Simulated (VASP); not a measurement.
# W in VASP: notebook, part 2 of 2

VASP 6.6.1.

## 4. Single point, PBE

INCAR reads:

```
SYSTEM = W
  PREC = Accurate
  ENCUT = 520
  EDIFF = 1E-6
  ISMEAR = -1
  SIGMA = 0.08
  LREAL = .False.
  LASPH = .True.
  NELM = 80
  ALGO = Normal
  ISIF = 2
  LWAVE = .False.
  LCHARG = .False.
  LDIPOL = .True.
  IDIPOL = 3
  DIPOL = 0.5 0.5 0.500
  GGA = PE
  EFIELD = -0.2
  NBANDS = 28
```

KPOINTS reads:

```
Automatic mesh
0
Gamma
  9 9 1
  0 0 0
```

POSCAR reads:

```
W
1.0
    4.5020337158      0.0000000000      0.0000000000
   -2.2510168579      3.8988755666      0.0000000000
    0.0000000000      0.0000000000     17.8379000000
W
3
Direct
    0.1666666667      0.3333333333      0.4737015133
    0.5000000000      1.0000000000      0.4999998315
    0.8333333333      0.6666666667      0.5262986550
```

Potentials or basis: VASP PAW PBE potentials, release 64 (W_sv).

Command:

```sh
$ cat potpaw_PBE.64/W_sv/POTCAR > POTCAR
$ mpirun -np 1 vasp_std > vasp.out
```

OUTCAR:

```text
SYSTEM = W
   PREC = Accurate
   ENCUT = 520
   EDIFF = 1E-6
   ISMEAR = -1
   LREAL = .False.
   LASPH = .True.
   NELM = 80
   ISIF = 2
   GGA = PE

 ion  position               nearest neighbor table
   1  0.167  0.333  0.474-   2 2.64   2 2.64   2 2.64   3 2.76   3 2.76   3 2.76
   2  0.500  0.000  0.500-   1 2.64   1 2.64   1 2.64   3 2.64   3 2.64   3 2.64
   3  0.833  0.667  0.526-   2 2.64   2 2.64   2 2.64   1 2.76   1 2.76   1 2.76

  LATTYP: Found a hexagonal cell.
 ALAT       =     4.5020337158
 C/A-ratio  =     3.9621871194

  Lattice vectors:

 A1 = (   4.5020337158,   0.0000000000,   0.0000000000)
 A2 = (  -2.2510168579,   3.8988755666,   0.0000000000)
 A3 = (   0.0000000000,   0.0000000000,  17.8379000000)

Analysis of symmetry for initial positions (statically):
=====================================================================
 Subroutine PRICEL returns:
 Original cell was already a primitive cell.

 Routine SETGRP: Setting up the symmetry group for a
 hexagonal supercell.

 Subroutine GETGRP returns: Found 12 space group operations
 (whereof  4 operations were pure point group operations)
 out of a pool of 24 trial point group operations.

The static configuration has the point symmetry C_2h.
 The point group associated with its full space group is D_3d.

Analysis of symmetry for dynamics (positions and initial velocities):
=====================================================================
 An external electric field (EFIELD) may reduce the allowed symmetry operations
 Subroutine PRICEL returns:
 Original cell was already a primitive cell.

 Routine SETGRP: Setting up the symmetry group for a
 hexagonal supercell.

 Subroutine GETGRP returns: Found  6 space group operations
 (whereof  2 operations were pure point group operations)
 out of a pool of 24 trial point group operations.

The dynamic configuration has the point symmetry C_1h.
 The point group associated with its full space group is C_3v.

 Subroutine INISYM returns: Found  6 space group operations
 (whereof  2 operations are pure point group operations),
 and found     1 'primitive' translations
[... 109 lines left out ...]
   GGA     = PE    functional components
   LHFCALC =     F    Hartree Fock is set to
   AEXX    =    0.0000 exact exchange contribution
   IVDW    =     0    specifies the selected vdW correction
   LEPSILON=     F    determine dielectric tensor
   LRPA    =     F    only Hartree local field effects (RPA)
 non-spin polarized calculation
  energy-cutoff  :      520.00
  volume of cell :      313.11
 maximum number of plane-waves:      8485
 NGX is ok and might be reduce to    36

 dipolmoment           0.000000      0.000000      0.001382 electrons x Angstroem

 number of electron      41.9999995 magnetization

 dipolmoment           0.000000      0.000000     -0.083505 electrons x Angstroem

 Free energy of the ion-electron system (eV)
  ---------------------------------------------------
  ext. energy  EPLUGINS =         0.00000000
  ---------------------------------------------------
  free energy    TOTEN  =       -31.25504540 eV

  energy without entropy =      -31.20856665  energy(sigma->0) =      -31.23180602

 E-fermi :  -2.1080     XC(G=0):  -3.2157

 val. band max:       -2.1872707712   @ k =   0.3333   0.3333   0.0000
 cond. band min:      -1.9445804572   @ k =   0.2222   0.1111   0.0000
 fundamental gap:      0.2426903139
 Fermi energy:        -2.1079863602

 k-point     1 :       0.0000    0.0000    0.0000
  band No.  band energies     occupation
      1     -76.0725      2.00000
      2     -75.9764      2.00000
      3     -75.5138      2.00000
      4     -40.4100      2.00000
      5     -40.3867      2.00000
      6     -40.3864      2.00000
[... 361 lines left out ...]
     27       0.2825      0.00000
     28       1.4217      0.00000

------------------------ aborting loop because EDIFF is reached ----------------------------------------

 vacuum level on the upper side and lower side of the slab       (xc-potential included)         1.284        -1.419

  FORCE on cell =-STRESS in cart. coord.  units (eV):
  Direction    XX          YY          ZZ          XY          YZ          ZX
  --------------------------------------------------------------------------------------
  -------------------------------------------------------------------------------------
  Total       -4.8417021     -4.8417021     -0.0182692      0.0000000      0.0000000     -0.0000000
  in kB      -24.7751791    -24.7751791     -0.0934840      0.0000000      0.0000000     -0.0000000
  external PRESSURE =     -16.5479474 kB  Pullay stress =       0.0000000 kB

 VOLUME and BASIS-vectors are now :
 -----------------------------------------------------------------------------
  energy-cutoff  :      520.00
  volume of cell :      313.11
      direct lattice vectors                 reciprocal lattice vectors
     4.502033716  0.000000000  0.000000000     0.222121837  0.128242102  0.000000000
    -2.251016858  3.898875567  0.000000000     0.000000000  0.256484205  0.000000000
     0.000000000  0.000000000 17.837900000     0.000000000  0.000000000  0.056060411

 POSITION                                       TOTAL-FORCE (eV/Angst)
 -----------------------------------------------------------------------------------
      0.00000      1.29963      8.44984        -0.000000     -0.000000     -0.008011
      2.25102      0.00000      8.91895         0.000000     -0.000000     -0.038942
      2.25102      2.59925      9.38806        -0.000000      0.000000      0.046953
 -----------------------------------------------------------------------------------
    total drift:                               -0.000000      0.000000     -0.000048

  FREE ENERGIE OF THE ION-ELECTRON SYSTEM (eV)
  ---------------------------------------------------
  free  energy   TOTEN  =       -31.2550453953 eV

  energy  without entropy=      -31.2085666516  energy(sigma->0) =      -31.23180602

 vacuum level on the upper side and lower side of the slab         3.739         1.134
```

stdout:

```text
POSCAR found type information on POSCAR W
 POSCAR found :  1 types and       3 ions
 scaLAPACK will be used
 LDA part: xc-table for (Slater+PW92), standard interpolation
 POSCAR, INCAR and KPOINTS ok, starting setup
 FFT: planning ... GRIDC
 FFT: planning ... GRID_SOFT
 FFT: planning ... GRID
 WAVECAR not read
 entering main loop
```

Wall time 6.9 min (1 thread of AMD EPYC 7R13, shared host); peak memory 0.43 GiB.

What came out:

```yaml
Free_energy: -31.2550 eV
Largest_force: 0.047 eV/Å
```

Forces in eV/Å, atoms in the order of the input:
```
W    0.000  0.000 -0.008
W    0.000  0.000 -0.039
W    0.000  0.000  0.047
```

Levels at points of the mesh, in eV from the Fermi level:
```tsv
k point	band 19	band 20	band 21	band 22	band 23	band 24
(0.00, 0.00, 0.00)	-1.09	-0.60	-0.60	0.48	1.09	1.09
```

Caveat: spin-orbit coupling is left out, which moves the levels of the heavy elements.

## 5. Single point, PBE

Changes to INCAR since step 4:

```diff
@@ -13,7 +13,3 @@
   LCHARG = .False.
-  LDIPOL = .True.
-  IDIPOL = 3
-  DIPOL = 0.5 0.5 0.500
   GGA = PE
-  EFIELD = -0.2
   NBANDS = 28
```

KPOINTS reads:

```
regular mesh
0
Gamma
  9 9 1
  0 0 0
```

POSCAR is that of step 4.

Command:

```sh
$ cat potpaw_PBE.64/W_sv/POTCAR > POTCAR
$ mpirun -np 1 vasp_std > vasp.out
```

Wall time 6.7 min (1 thread of AMD EPYC 7R13, shared host); peak memory 0.42 GiB.

It converged, with:

- Free energy: -31.2467 eV
- Largest force: 0.026 eV/Å

Forces on the atoms (eV/Å):
```
W    0.000  0.000 -0.026
W    0.000  0.000  0.000
W    0.000  0.000  0.026
```

Levels at points of the mesh, in eV from the Fermi level:
```
           k point  band 19  band 20  band 21  band 22  band 23  band 24
(0.00, 0.00, 0.00)    -1.11    -0.60    -0.60     0.48     1.09     1.09
```

Caveat: spin-orbit coupling is left out, which moves the levels of the heavy elements.

## 6. The runs side by side

| dipole correction | electric field (eV/Å) | largest force (eV/Å) |
| --- | --- | --- |
| yes | - | 0.03 |
| yes | 0.2 | 0.05 |
| no | - | 0.03 |

Some of these runs hold the atoms at other places in the same cell, which the table doesn't show; runs alike in all that it shows share one row.

Alike in all rows: task single point; level PBE; potentials or basis VASP PAW PBE potentials, release 64 (W_sv); no spin polarisation; cell as given; k mesh 9 × 9 × 1; cutoff (eV) 520; smearing fermi-dirac 0.08 eV.

Caveats: spin-orbit coupling is left out, which moves the levels of the heavy elements.

Absolute energies hang on the potentials; compare differences alone.
